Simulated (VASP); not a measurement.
Set up this calculation in VASP 6.6.1, as the native input.

```yaml
Task: single point
Functional: r2SCAN50
Potentials_or_basis: VASP PAW PBE potentials, release 64 (P, B_h)
Cutoff: 910 eV
k_mesh: 5 × 5 × 5
Occupations: gaussian, width 0.01 eV
Spin: no spin polarisation
Dipole_correction: no
Grid_for_exact_exchange_PRECFOCK: Normal
Second_run: hard_potentials
Further_INCAR_settings: ALGO = Normal; EDIFF = 1e-06; NBANDS = 11
```

Crystal: BP.

```
CELL_PARAMETERS angstrom
0.00000 2.26900 2.26900
2.26900 0.00000 2.26900
2.26900 2.26900 0.00000
ATOMIC_POSITIONS crystal
P 0.75000 0.75000 0.75000
B 0.00000 0.00000 0.00000
```

The input as run:

POSCAR

```
BP
1.0
    0.0000000000      2.2690000000      2.2690000000
    2.2690000000      0.0000000000      2.2690000000
    2.2690000000      2.2690000000      0.0000000000
P B
1 1
Direct
    0.7500000000      0.7500000000      0.7500000000
    0.0000000000      0.0000000000      0.0000000000
```

INCAR.step1

```
ALGO = Normal ; EDIFF = 1E-5
ENCUT = 910 ; GGA = PE
GGA_COMPAT = False ; ISIF = 2
ISMEAR = 0 ; LASPH = True
LCHARG = False ; LREAL = False
LWAVE = True ; NBANDS = 11
NELM = 120 ; PREC = Accurate
SIGMA = 0.01
```

INCAR.step2

```
AEXX = 0.5 ; ALGO = Normal
EDIFF = 1E-6 ; ENCUT = 910
GGA_COMPAT = False ; ISIF = 2
ISMEAR = 0 ; ISTART = 1
LASPH = True ; LCHARG = False
LHFCALC = True ; LMIXTAU = True
LREAL = False ; LWAVE = False
METAGGA = R2SCAN ; NBANDS = 11
NELM = 120 ; PREC = Accurate
PRECFOCK = Normal ; SIGMA = 0.01
```

KPOINTS

```
k-points
0
Gamma
  5 5 5
```

Potentials or basis: VASP PAW PBE potentials, release 64 (P, B_h).

Launch:

```bash
$ cat potpaw_PBE.64/P/POTCAR potpaw_PBE.64/B_h/POTCAR > POTCAR
$ cp INCAR.step1 INCAR
$ mpirun -np 1 vasp_std > vasp.out
$ cp INCAR.step2 INCAR
$ mpirun -np 1 vasp_std > vasp.out
```

Results of the run:

* Pressure: -5.1 GPa
* Band gap on the k mesh: 4.25 eV, indirect (least direct gap 6.81 eV)

Caveat: the k points lie up to 0.48 Å⁻¹ apart; the PAW data sets were made with another functional, which shifts forces and pressure a little.

Wall time 2.3 min on 1 thread of Intel(R) Xeon(R) 6975P-C (Granite Rapids), on a shared host, peak memory 0.19 GiB.
